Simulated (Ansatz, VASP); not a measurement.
**CdTe in VASP and in Ansatz**

Contents of INCAR:

```
PREC = Accurate
ENCUT = 520
EDIFF = 1E-6
ISMEAR = 0
SIGMA = 0.05
LREAL = F
LASPH = T
NELM = 60
ALGO = Normal
ISIF = 2
LWAVE = F
LCHARG = T
GGA = CA
LELF = T
LVHAR = T
NBANDS = 16
```

KPOINTS

```
regular mesh
0
Gamma
  8 8 8
```

The input POSCAR:

```
CdTe
1.0
    0.0000000000      2.9038901729      3.2760493828
    3.2760493828      0.0000000000      3.2760493828
    3.2760493828      2.9038901729      0.0000000000
Cd Te
1 1
Direct
    0.0000000000      0.0000000000      0.0000000000
    0.7500000000      0.7500000000      0.7500000000
```

Input for Ansatz:

```yaml
crystal:
  lattice:
    - [0.0, 2.9038901729, 3.2760493828]
    - [3.2760493828, 0.0, 3.2760493828]
    - [3.2760493828, 2.9038901729, 0.0]
  atoms:
    - { symbol: Cd, position: [0.0, 0.0, 0.0] }
    - { symbol: Te, position: [0.75, 0.75, 0.75] }
basis:
  ecutwfc: 420
kpoints:
  mp_grid: { grid: [8, 8, 8] }
hamiltonian:
  xc: lda
  pseudopotentials: { kind: paw }
scf:
  occupations: { method: gaussian, width: 0.05 }
output:
  forces: true
  stress: true
  eigenvalues: true
```

Alike in both runs: task single point; functional LDA; k mesh 8 × 8 × 8; occupations gaussian, width 0.05 eV; no spin polarisation.

|  | VASP | Ansatz |
| --- | --- | --- |
| version | VASP 6.6.1 | Ansatz 0.2.0 |
| potentials or method | VASP PAW LDA potentials, release 64 (Cd, Te), cutoff 520 eV | scalar-relativistic, plane waves, PAW |
| valence electrons in the cell | 18 | 36 |

```csv
,VASP,Ansatz,Ansatz less VASP
gap on the k mesh at the Fermi level (eV),0.57,0.53,-0.046
least direct gap on the mesh (eV),0.57,0.53,-0.046
pressure (GPa),2.8,2.5,-0.34
"traceless stress, the component that is largest in VASP (GPa)",0.91,0.94,+0.027
```

LDA's correlation is that of Perdew and Zunger in VASP and of Perdew and Wang (1992) in Ansatz. VASP's potentials hold 18 valence electrons a cell and Ansatz's 36, so a difference there can come from the potentials and not from the codes.

Spin-orbit coupling is off throughout.
